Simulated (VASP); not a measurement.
InSe (rock salt), 2 atoms in the cell. Symmetry: Fm-3m, No. 225, cubic system. The conventional cell has a = 5.867 Å, b = 5.867 Å, c = 5.867 Å, α = 90.00°, β = 90.00°, γ = 90.00°. In (site symmetry m-3m) has 6 Se at 2.93 Å within 3.9 Å. Se (site symmetry m-3m) has 6 In at 2.93 Å within 3.9 Å.  This cell differs from its parent crystal: volume scaled by 1.15.

| Quantity | Value |
| --- | --- |
| Program | VASP 6.6.1 |
| Task | single point |
| Functional | PBEsol |
| Potentials or basis | VASP PAW PBE potentials, release 64 (In_d, Se) |
| Cutoff | 520 eV |
| k mesh | 20 × 20 × 20 |
| Occupations | gaussian, width 0.1 eV |
| Spin | no spin polarisation |
| Dipole correction | no |
| Further INCAR settings | ALGO = Normal; EDIFF = 1e-06; NBANDS = 16 |

Potentials or basis: VASP PAW PBE potentials, release 64 (In_d, Se).

Launch:

```sh
$ cat potpaw_PBE.64/In_d/POTCAR potpaw_PBE.64/Se/POTCAR > POTCAR
$ mpirun -np 1 vasp_std > vasp.out
```

Hardware: 1 thread of Intel(R) Xeon(R) Platinum 8375C CPU @ 2.90GHz (Ice Lake), on a shared host.

Task: Estimate the wall time of this run.

Result: Run time: 2.4 min on 1 thread of Intel(R) Xeon(R) Platinum 8375C CPU @ 2.90GHz (Ice Lake), on a shared host, peak memory 0.34 GiB. Counts: scf iterations 12, k points 256.
